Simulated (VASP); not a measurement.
A run of VASP 6.6.1 is set up as follows.

INCAR

```
SYSTEM = NaCl
  PREC = Accurate
  ENCUT = 520
  EDIFF = 1E-6
  ISMEAR = 0
  SIGMA = 0.05
  LREAL = .FALSE.
  LASPH = .TRUE.
  NELM = 100
  ALGO = Normal
  ISIF = 2
  LWAVE = .FALSE.
  LCHARG = .TRUE.
  GGA = PS
  LELF = .TRUE.
  LVHAR = .TRUE.
  NBANDS = 14
```

The input KPOINTS:

```
Automatic mesh
0
G
  8 8 8
  0 0 0
```

POSCAR

```
NaCl
1.0
    0.0000000000      3.0582900000      2.9450200000
    3.0582900000      0.0000000000      2.9450200000
    3.0582900000      3.0582900000      0.0000000000
Na Cl
1 1
Direct
    0.0000000000      0.0000000000      0.0000000000
    0.5000000000      0.5000000000      0.5000000000
```

Potentials or basis: VASP PAW PBE potentials, release 64 (Na_pv, Cl).

Command:

```sh
$ cat potpaw_PBE.64/Na_pv/POTCAR potpaw_PBE.64/Cl/POTCAR > POTCAR
$ mpirun -np 1 vasp_std > vasp.out
```

(1) What does it give for the pressure?

(2) Estimate the band gap on the k mesh.

## Answers

(1) -3.4 GPa.

(2) 4.28 eV.

Caveat: the cell differs from its parent crystal (strain +0.080 along x and y, +0.040 along z); the cell stands under tension; the PAW data sets were made with another functional, which shifts forces and pressure a little.
